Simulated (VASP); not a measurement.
Input of a VASP 6.6.1 run:

The input INCAR:

```
PREC = Accurate
ENCUT = 600
EDIFF = 1E-6
ISMEAR = -1
SIGMA = 0.1
LREAL = F
LASPH = T
NELM = 80
ALGO = Normal
ISIF = 3
LWAVE = F
LCHARG = F
GGA = PE
IBRION = 2
NSW = 32
EDIFFG = -0.005
PSTRESS = 480.0
```

Contents of KPOINTS:

```
regular mesh
0
Gamma
  17 17 17
```

POSCAR

```
Cd
1.0
    0.0000000000      1.9830385674      1.9830385674
    1.9830385674      0.0000000000      1.9830385674
    1.9830385674      1.9830385674      0.0000000000
Cd
1
Direct
    0.0000000000      0.0000000000      0.0000000000
```

Potentials or basis: VASP PAW PBE potentials, release 64 (Cd).

Launch:

```bash
$ cat potpaw_PBE.64/Cd/POTCAR > POTCAR
$ mpirun -np 1 vasp_std > vasp.out
```

Predict the band gap on the k mesh.

zero (bands 6 and 7 overlap by 1.93 eV).

What does it give for the relaxed cell?

a = 2.809 Å, b = 2.809 Å, c = 2.809 Å, α = 60.00°, β = 60.00°, γ = 60.00°.

Predict the relaxed volume.

15.68 Å³/atom.

Estimate the space group after relaxing (to 0.1 Å).

Fm-3m (No. 225).

Final structure:
```yaml
crystal:
  lattice:
    - [0.00000, 1.98648, 1.98648]
    - [1.98648, 0.00000, 1.98648]
    - [1.98648, 1.98648, 0.00000]
  atoms:
    - { symbol: Cd, position: [0.00000, 0.00000, 0.00000] }
```

Caveat: the cell is relaxed towards a set pressure, so the run minimises the enthalpy, not the energy.
